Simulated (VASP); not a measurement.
Write the native input for VASP 6.6.1 that does the following.

```yaml
Task: single point
Functional: PBE
Potentials_or_basis: VASP PAW PBE potentials, release 64 (Ge_d, Mo_sv)
Cutoff: 520 eV
k_mesh: 6 × 6 × 6
Occupations: gaussian, width 0.1 eV
Spin: no spin polarisation
Dipole_correction: no
Further_INCAR_settings: ALGO = Normal; EDIFF = 1e-06; NBANDS = 36
```

The structure of GeMo lies in POSCAR:

```
GeMo
1.0
    0.0000000000      3.2680088327      3.2680088327
    3.2680088327      0.0000000000      3.2680088327
    3.2680088327      3.2680088327      0.0000000000
Ge Mo
2 2
Direct
    0.5000000000      0.5000000000      0.5000000000
    0.7500000000      0.7500000000      0.7500000000
    0.0000000000      0.0000000000      0.0000000000
    0.2500000000      0.2500000000      0.2500000000
```

The input as run:

INCAR

```
PREC = Accurate ; ENCUT = 520
EDIFF = 1E-6 ; ISMEAR = 0
SIGMA = 0.1 ; LREAL = False
LASPH = True ; NELM = 100
ALGO = Normal ; ISIF = 2
LWAVE = False ; LCHARG = False
GGA = PE ; NBANDS = 36
```

KPOINTS

```
Automatic mesh
0
Gamma
  6 6 6
```

Potentials or basis: VASP PAW PBE potentials, release 64 (Ge_d, Mo_sv).

The run is started by

```console
$ cat potpaw_PBE.64/Ge_d/POTCAR potpaw_PBE.64/Mo_sv/POTCAR > POTCAR
$ mpirun -np 1 vasp_std > vasp.out
```

It gave:

```yaml
Pressure: -11.4 GPa
```

Wall time 27 s on 1 thread of Intel(R) Xeon(R) Platinum 8488C (Sapphire Rapids) (shared host), peak memory 0.21 GiB.
